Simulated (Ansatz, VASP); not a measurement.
**One calculation of CuI, two programs**

```
Cu I
1.0
     3.50374   -3.59315    0.00000
     3.50374    3.59315    0.00000
     0.00000    0.00000    4.32201
Cu I
2 2
Direct
  0.41680 0.58320 0.75000
  0.58320 0.41680 0.25000
  0.77795 0.22205 0.75000
  0.22205 0.77795 0.25000
```

Alike in both runs: task single point; functional r2SCAN; k mesh 6 × 6 × 6; no spin polarisation.

```csv
,VASP,Ansatz
version,VASP 6.6.1,Ansatz 0.2.0
potentials or method,"VASP PAW PBE potentials, release 64 (Cu, I)","plane waves, PAW"
plane-wave cutoff (eV),520,500
occupations,"gaussian, width 0.01 eV",fixed
valence electrons in the cell,36,72
```

Ansatz gave:

| Property | Result |
| --- | --- |
| gap on the k mesh at the Fermi level (eV) | 1.36 |
| pressure (GPa) | 1.0 |
| traceless stress, the component that is largest in VASP (GPa) | 0.08 |
| rms of the force components (eV/Å) | 0.007 |

Task: Estimate VASP's values.

Result: gap on the k mesh at the Fermi level (eV): 1.36; pressure (GPa): 1.0; traceless stress, the component that is largest in VASP (GPa): 0.04; rms of the force components (eV/Å): 0.016.

VASP's potentials were made for PBE, not for r2SCAN. Atom by atom the forces differ by 0.013 eV/Å (rms over components). VASP's potentials hold 36 valence electrons a cell and Ansatz's 72, so a difference there can come from the potentials and not from the codes.

Neither program's run includes spin-orbit coupling.
